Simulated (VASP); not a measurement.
Wanted: the native input for a VASP 6.6.1 run.

| Property | Result |
| --- | --- |
| Task | single point |
| Functional | PBE |
| Potentials or basis | VASP PAW PBE potentials, release 64 (Ba_sv, Te) |
| Cutoff | 520 eV |
| k mesh | 3 × 3 × 1 |
| Occupations | gaussian, width 0.1 eV |
| Spin | no spin polarisation |
| Dipole correction | no |
| Further INCAR settings | ALGO = Normal; EDIFF = 1e-06; NBANDS = 42 |

The structure of BaTe lies in POSCAR:

```
BaTe
1.0
    4.9505343335     -0.0011022120      0.0004028428
   -2.4762032083      4.2935813943     -0.0008853721
    0.0023115675     -0.0027198755     16.7556586905
Ba Te
4 4
Direct
    0.6676907343      0.3331142368      0.8771144604
    0.3334436978      0.6657930644      0.1228727835
    0.3322433489      0.6663062943      0.3771460010
    0.6667149253      0.3348701683      0.6228413783
    0.0006142297     -0.0004550669     -0.0000019476
   -0.0006004858      0.0005799249      0.4999996532
    0.6658101540      0.3322702106      0.2500225922
    0.3340833956      0.6675211676      0.7500050791
```

These files were run (other wordings do the same):

INCAR

```
SYSTEM = BaTe
PREC     = Accurate       ! precision mode
ENCUT    = 520            ! plane-wave cutoff, eV
EDIFF    = 1E-6           ! SCF threshold, eV
ISMEAR   = 0              ! smearing method
SIGMA    = 0.1            ! smearing width, eV
LREAL    = .False.        ! projectors in reciprocal space
LASPH    = .True.         ! aspherical terms in the spheres
NELM     = 100            ! most SCF steps
ALGO     = Normal         ! electronic algorithm
ISIF     = 2              ! what is computed and relaxed
LWAVE    = .False.        ! write WAVECAR
LCHARG   = .True.         ! write CHGCAR
GGA      = PE             ! functional
LELF     = .True.         ! ELF
LVHAR    = .True.       
NBANDS   = 42             ! bands
```

KPOINTS

```
regular mesh
0
Gamma
  3 3 1
  0 0 0
```

Potentials or basis: VASP PAW PBE potentials, release 64 (Ba_sv, Te).

The run is started by

```bash
$ cat potpaw_PBE.64/Ba_sv/POTCAR potpaw_PBE.64/Te/POTCAR > POTCAR
$ mpirun -np 1 vasp_std > vasp.out
```

It gave:

The pressure is 0.3 GPa and the largest force is 0.010 eV/Å. The band gap on the k mesh is 1.83 eV (least direct gap 2.18 eV).

Caveat: the k points lie up to 0.49 Å⁻¹ apart; spin-orbit coupling is left out, which moves the levels of the heavy elements.

Run time: 68 s on 1 thread of Intel(R) Xeon(R) 6975P-C (Granite Rapids), with other jobs on the host, peak memory 0.49 GiB.
